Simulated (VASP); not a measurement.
# CdGeAs2 (I-42d) in VASP: single point with PBEsol

Aim: the single point of CdGeAs2 with PBEsol.

Everything below comes from runs of VASP 6.6.1. Logs are shortened: lines on timing, memory, paths and dates and some standing lists are left out, and cuts for length are marked.

## (1) The cell of the first run

The structure is tetragonal, space group I-42d (No. 122). Conventional cell: a = 5.942 Å, b = 5.942 Å, c = 11.315 Å, α = 90.00°, β = 90.00°, γ = 90.00°. Within 3.5 Å of Cd (site symmetry -4) lie 4 As at 2.62 Å. Within 3.2 Å of Ge (site symmetry -4) lie 4 As at 2.45 Å. Within 3.2 Å of As (site symmetry 2) lie 2 Ge at 2.45 Å and 2 Cd at 2.62 Å.

## (2) Single point, PBEsol

Contents of INCAR:

```
SYSTEM = CdGeAs2
PREC = Accurate
ENCUT = 520
EDIFF = 1E-6
ISMEAR = 0
SIGMA = 0.01
LREAL = .FALSE.
LASPH = .TRUE.
NELM = 60
ALGO = Normal
ISIF = 2
LWAVE = .FALSE.
LCHARG = .FALSE.
GGA = PS
NBANDS = 46
```

Contents of KPOINTS:

```
regular mesh
0
G
  8 8 8
  0 0 0
```

Contents of POSCAR:

```
CdGeAs2
1.0
   -2.9707851949      2.9707851949      5.6575713582
    2.9707851949     -2.9707851949      5.6575713582
    2.9707851949      2.9707851949     -5.6575713582
Cd Ge As
2 2 4
Direct
    0.2500000000      0.7500000000      0.5000000000
    0.5000000000      0.5000000000      0.0000000000
    0.0000000000      0.0000000000      0.0000000000
    0.7500000000      0.2500000000      0.5000000000
    0.8750000000      0.3497488043      0.9747488043
    0.6502511957      0.6250000000      0.5252511957
    0.3750000000      0.9002511957      0.0252511957
    0.0997488043      0.1250000000      0.4747488043
```

Potentials or basis: VASP PAW PBE potentials, release 64 (Cd, Ge_d, As).

Started as:

```
$ cat potpaw_PBE.64/Cd/POTCAR potpaw_PBE.64/Ge_d/POTCAR potpaw_PBE.64/As/POTCAR > POTCAR
$ mpirun -np 1 vasp_std > vasp.out
```

OUTCAR:

```text
SYSTEM = CdGeAs2
   PREC = Accurate
   ENCUT = 520
   EDIFF = 1E-6
   ISMEAR = 0
   LREAL = .FALSE.
   LASPH = .TRUE.
   NELM = 60
   ISIF = 2
   GGA = PS

 ion  position               nearest neighbor table
   1  0.250  0.750  0.500-   7 2.62   6 2.62   8 2.62   5 2.62
   2  0.500  0.500  0.000-   6 2.62   5 2.62   7 2.62   8 2.62
   3  0.000  0.000  0.000-   5 2.45   7 2.45   8 2.45   6 2.45
   4  0.750  0.250  0.500-   5 2.45   6 2.45   8 2.45   7 2.45
   5  0.875  0.350  0.975-   3 2.45   4 2.45   1 2.62   2 2.62
   6  0.650  0.625  0.525-   4 2.45   3 2.45   1 2.62   2 2.62
   7  0.375  0.900  0.025-   3 2.45   4 2.45   2 2.62   1 2.62
   8  0.100  0.125  0.475-   3 2.45   4 2.45   2 2.62   1 2.62

  LATTYP: Found a body centered tetragonal cell.
 ALAT       =     5.9415703898
 C/A-ratio  =     1.9044027040

  Lattice vectors:

 A1 = (  -2.9707851949,   2.9707851949,   5.6575713582)
 A2 = (   2.9707851949,  -2.9707851949,   5.6575713582)
 A3 = (   2.9707851949,   2.9707851949,  -5.6575713582)

Analysis of symmetry for initial positions (statically):
=====================================================================
 Subroutine PRICEL returns:
 Original cell was already a primitive cell.

 Routine SETGRP: Setting up the symmetry group for a
 body centered tetragonal supercell.

 Subroutine GETGRP returns: Found  8 space group operations
 (whereof  4 operations were pure point group operations)
 out of a pool of 16 trial point group operations.

The static configuration has the point symmetry S_4 .
 The point group associated with its full space group is D_2d.

Analysis of symmetry for dynamics (positions and initial velocities):
=====================================================================
 Subroutine PRICEL returns:
 Original cell was already a primitive cell.

 Routine SETGRP: Setting up the symmetry group for a
 body centered tetragonal supercell.

 Subroutine GETGRP returns: Found  8 space group operations
 (whereof  4 operations were pure point group operations)
 out of a pool of 16 trial point group operations.

The dynamic configuration has the point symmetry S_4 .
 The point group associated with its full space group is D_2d.

 Subroutine INISYM returns: Found  8 space group operations
 (whereof  4 operations are pure point group operations),
 and found     1 'primitive' translations

----------------------------------------------------------------------------------------

                                     Primitive cell

  volume of cell :     199.7250

  direct lattice vectors                    reciprocal lattice vectors
    -2.970785195  2.970785195  5.657571358     0.000000000  0.168305672  0.088377144
     2.970785195 -2.970785195  5.657571358     0.168305672  0.000000000  0.088377144
     2.970785195  2.970785195 -5.657571358     0.168305672  0.168305672  0.000000000

  length of vectors
     7.046931461  7.046931461  7.046931461     0.190098183  0.190098183  0.238020165

  position of ions in fractional coordinates (direct lattice)
     0.250000000  0.750000000  0.500000000
     0.500000000  0.500000000  0.000000000
     0.000000000  0.000000000  0.000000000
     0.750000000  0.250000000  0.500000000
     0.875000000  0.349748804  0.974748804
     0.650251196  0.625000000  0.525251196
     0.375000000  0.900251196  0.025251196
     0.099748804  0.125000000  0.474748804

  ion indices of the primitive-cell ions
   primitive index   ion index
                 1           1
                 2           2
                 3           3
                 4           4
                 5           5
                 6           6
                 7           7
                 8           8

----------------------------------------------------------------------------------------

 KPOINTS: regular mesh

Automatic generation of k-mesh.
 Grid dimensions read from file:
 generate k-points for:    8    8    8

 Generating k-lattice:

  Cartesian coordinates                     Fractional coordinates (reciprocal lattice)
     0.000000000  0.021038209  0.011047143     0.125000000  0.000000000  0.000000000
     0.021038209  0.000000000  0.011047143     0.000000000  0.125000000  0.000000000
     0.021038209  0.021038209  0.000000000     0.000000000  0.000000000  0.125000000

  Length of vectors
     0.023762273  0.023762273  0.029752521

  Shift w.r.t. Gamma in fractional coordinates (k-lattice)
     0.000000000  0.000000000  0.000000000

 Subroutine IBZKPT returns following result:
 ===========================================

 Found     59 irreducible k-points:

 Following reciprocal coordinates:
            Coordinates               Weight
  0.000000  0.000000  0.000000      1.000000
  0.125000  0.000000  0.000000      8.000000
  0.250000  0.000000  0.000000      8.000000
  0.375000  0.000000  0.000000      8.000000
  0.500000  0.000000  0.000000      4.000000
  0.125000  0.125000  0.000000      8.000000
[... 16 lines left out ...]
  0.250000  0.125000  0.125000     16.000000
  0.375000  0.125000  0.125000      8.000000
 [... further k-points ...]
   k-points           NKPTS =     59   k-points in BZ     NKDIM =     59   number of bands    NBANDS=     46
   number of dos      NEDOS =    301   number of ions     NIONS =      8
   total plane-waves  NPLWV = 157464
   dimension x,y,z NGX =    54 NGY =   54 NGZ =   54
   dimension x,y,z NGXF=   108 NGYF=  108 NGZF=  108
   ions per type =               2   2   4
   NGX,Y,Z   is equivalent  to a cutoff of  12.74, 12.74, 12.74 a.u.
   NGXF,Y,Z  is equivalent  to a cutoff of  25.48, 25.48, 25.48 a.u.
 SYSTEM =  CdGeAs2
   PREC   = accura    normal or accurate (medium, high low for compatibility)
   ISTART =      0    job   : 0-new  1-cont  2-samecut
   ICHARG =      2    charge: 1-file 2-atom 10-const
   ISPIN  =      1    spin polarized calculation?
   LNONCOLLINEAR =      F non collinear calculations
   LSORBIT =      F    spin-orbit coupling
   LASPH  =      T    aspherical Exc in radial PAW
   ENCUT  =  520.0 eV  38.22 Ry    6.18 a.u.  13.10 13.10 13.10*2*pi/ulx,y,z
   NELM   =     60;   NELMIN=  2; NELMDL= -5     # of ELM steps
   EDIFF  = 0.1E-05   stopping-criterion for ELM
   LREAL  =      F    real-space projection
   EDIFFG = 0.1E-04   stopping-criterion for IOM
   NSW    =      0    number of steps for IOM
   IBRION =     -1    ionic relax: 0-MD 1-quasi-New 2-CG
   NFREE  =      0    steps in history (QN), initial steepest desc. (CG)
   ISIF   =      2    stress and relaxation
   ISYM   =      2    0-nonsym 1-usesym 2-fastsym
   POTIM  = 0.5000    time-step for ionic-motion
   TEBEG  =    0.0;   TEEND  =   0.0 temperature during run
   PSTRESS=    0.0 pullay stress
   NELECT =      72.0000    total number of electrons
   NUPDOWN=      -1.0000    fix difference up-down
   EMIN   =  10.00;   EMAX   =-10.00  energy-range for DOS
   EFERMI =   0.00;   METHOD = LEGACY
   ISMEAR =     0;   SIGMA  =   0.01  broadening in eV -4-tet -1-fermi 0-gaus
   EFERMI_NEDOS =   21; number of points for ismear=-14 and -15
   IALGO  =     38    algorithm
   IMIX   =      4    mixing-type and parameters
     AMIX     =   0.40;   BMIX     =  1.00
     AMIX_MAG =   1.60;   BMIX_MAG =  1.00
  volume/ion in A,a.u.               =      24.97       168.48
  Fermi-wavevector in a.u.,A,eV,Ry     =   1.165131  2.201779 18.470326  1.357531
  Thomas-Fermi vector in A             =   2.301661
   LORBIT       =      0    0 simple, 1 ext, 2 COOP (PROOUT), +10 PAW based schemes
   GGA     = PS    functional components
   LHFCALC =     F    Hartree Fock is set to
   AEXX    =    0.0000 exact exchange contribution
   IVDW    =     0    specifies the selected vdW correction
   LEPSILON=     F    determine dielectric tensor
   LRPA    =     F    only Hartree local field effects (RPA)
 non-spin polarized calculation
 Gauss-broadening in eV      SIGMA  =   0.01
  energy-cutoff  :      520.00
  volume of cell :      199.73
 maximum number of plane-waves:      5398
 NGX is ok and might be reduce to    54
   NGX = 27   NGY = 27   NGZ = 27

 number of electron      72.0000008 magnetization

 Free energy of the ion-electron system (eV)
  ---------------------------------------------------
  ext. energy  EPLUGINS =         0.00000000
  ---------------------------------------------------
  free energy    TOTEN  =       -33.13136729 eV

  energy without entropy =      -33.13136729  energy(sigma->0) =      -33.13136729

 E-fermi :   2.9406     XC(G=0):  -9.5659

 val. band max:        2.8994596019   @ k =   0.1250   0.0000   0.0000
 cond. band min:       3.0332572880   @ k =   0.0000   0.0000   0.0000
 fundamental gap:      0.1337976861
 Fermi energy:         2.9406206403

 k-point     1 :       0.0000    0.0000    0.0000
  band No.  band energies     occupation
      1     -21.8866      2.00000
      2     -21.8866      2.00000
      3     -21.8866      2.00000
      4     -21.8825      2.00000
      5     -21.8796      2.00000
      6     -21.8796      2.00000
[... 38 lines left out ...]
     45       7.7254      0.00000
     46       7.7254      0.00000

 k-point     2 :       0.1250    0.0000    0.0000
  band No.  band energies     occupation
      1     -21.8868      2.00000
      2     -21.8865      2.00000
      3     -21.8864      2.00000
      4     -21.8825      2.00000
      5     -21.8798      2.00000
      6     -21.8795      2.00000
[... 38 lines left out ...]
     45       7.6497      0.00000
     46       7.8454      0.00000

 k-point     3 :       0.2500    0.0000    0.0000
  band No.  band energies     occupation
      1     -21.8869      2.00000
      2     -21.8864      2.00000
      3     -21.8859      2.00000
      4     -21.8825      2.00000
      5     -21.8804      2.00000
      6     -21.8794      2.00000
[... 1018 lines left out ...]
     45       7.9550      0.00000
     46       8.2833      0.00000

 k-point    24 :       0.3750    0.1250    0.1250
  band No.  band energies     occupation
      1     -21.8867      2.00000
      2     -21.8864      2.00000
      3     -21.8847      2.00000
      4     -21.8822      2.00000
      5     -21.8818      2.00000
      6     -21.8800      2.00000
[... 38 lines left out ...]
     45       7.9067      0.00000
     46       8.4058      0.00000

 [... further k-points ...]

------------------------ aborting loop because EDIFF is reached ----------------------------------------

  FORCE on cell =-STRESS in cart. coord.  units (eV):
  Direction    XX          YY          ZZ          XY          YZ          ZX
  --------------------------------------------------------------------------------------
  -------------------------------------------------------------------------------------
  Total        0.3152034      0.3152034      0.2886933      0.0000000      0.0000000      0.0000000
  in kB        2.5285346      2.5285346      2.3158729      0.0000000      0.0000000      0.0000000
  external PRESSURE =       2.4576474 kB  Pullay stress =       0.0000000 kB

 VOLUME and BASIS-vectors are now :
 -----------------------------------------------------------------------------
  energy-cutoff  :      520.00
  volume of cell :      199.73
      direct lattice vectors                 reciprocal lattice vectors
    -2.970785195  2.970785195  5.657571358     0.000000000  0.168305672  0.088377144
     2.970785195 -2.970785195  5.657571358     0.168305672  0.000000000  0.088377144
     2.970785195  2.970785195 -5.657571358     0.168305672  0.168305672  0.000000000

 POSITION                                       TOTAL-FORCE (eV/Angst)
 -----------------------------------------------------------------------------------
      2.97079     -0.00000      2.82879        -0.000000     -0.000000     -0.000000
      0.00000      0.00000      5.65757         0.000000     -0.000000      0.000000
      0.00000      0.00000      0.00000         0.000000     -0.000000      0.000000
     -0.00000      2.97079      2.82879        -0.000000     -0.000000     -0.000000
      1.33536      4.45618      1.41439        -0.011103     -0.000000      0.000000
      1.48539      1.63542      4.24318         0.000000      0.011103     -0.000000
      1.63542     -1.48539      7.07196         0.011103      0.000000     -0.000000
      1.48539      1.33536     -1.41439        -0.000000     -0.011103      0.000000
 -----------------------------------------------------------------------------------
    total drift:                               -0.000002     -0.000002     -0.000001

  FREE ENERGIE OF THE ION-ELECTRON SYSTEM (eV)
  ---------------------------------------------------
  free  energy   TOTEN  =       -33.1313672925 eV

  energy  without entropy=      -33.1313672925  energy(sigma->0) =      -33.13136729
```

Run time: 16 min. Hardware: 1 thread of Intel Xeon 8259CL, shared host; peak memory 0.71 GiB.

Results:

| Quantity | Value |
| --- | --- |
| Free energy | -33.1314 eV |
| Pressure | 0.2 GPa |
| Largest force | 0.011 eV/Å |
| Band gap on the k mesh | 0.13 eV (least direct gap 0.21 eV) |

Forces in eV/Å, atoms in the order of the input:
```
Cd   0.000  0.000  0.000
Cd   0.000  0.000  0.000
Ge   0.000  0.000  0.000
Ge   0.000  0.000  0.000
As  -0.011  0.000  0.000
As   0.000  0.011  0.000
As   0.011  0.000  0.000
As   0.000 -0.011  0.000
```

Caveat: semilocal functionals underestimate gaps, and a narrow one can read as zero; the PAW data sets were made with another functional, which shifts forces and pressure a little. A k mesh can miss the band edges.
